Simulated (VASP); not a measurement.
Here is a VASP 6.6.1 calculation.

File INCAR:

```
PREC = Accurate
ENCUT = 520
EDIFF = 1E-7
ISMEAR = 0
SIGMA = 0.15
LREAL = F
LASPH = T
NELM = 100
ALGO = Normal
ISIF = 2
LWAVE = F
LCHARG = T
GGA = PS
LELF = T
LVHAR = T
NBANDS = 17
```

KPOINTS

```
regular mesh
0
Gamma
  20 20 20
```

POSCAR

```
Al2Ru
1.0
   -1.5606369534      1.5606369534      4.2110398728
    1.5606369534     -1.5606369534      4.2110398728
    1.5606369534      1.5606369534     -4.2110398728
Al Ru
2 1
Direct
    0.6590805105      0.6590805105      0.0000000000
    0.3409194895      0.3409194895      0.0000000000
    0.0000000000      0.0000000000      0.0000000000
```

Potentials or basis: VASP PAW PBE potentials, release 64 (Al, Ru_pv).

Launch:

```console
$ cat potpaw_PBE.64/Al/POTCAR potpaw_PBE.64/Ru_pv/POTCAR > POTCAR
$ mpirun -np 1 vasp_std > vasp.out
```

Q: What does it give for the pressure?

A: 0.1 GPa.

Q: What does it give for the band gap on the k mesh?

A: Zero (bands 10 and 11 overlap by 0.16 eV).

Caveat: the PAW data sets were made with another functional, which shifts forces and pressure a little.
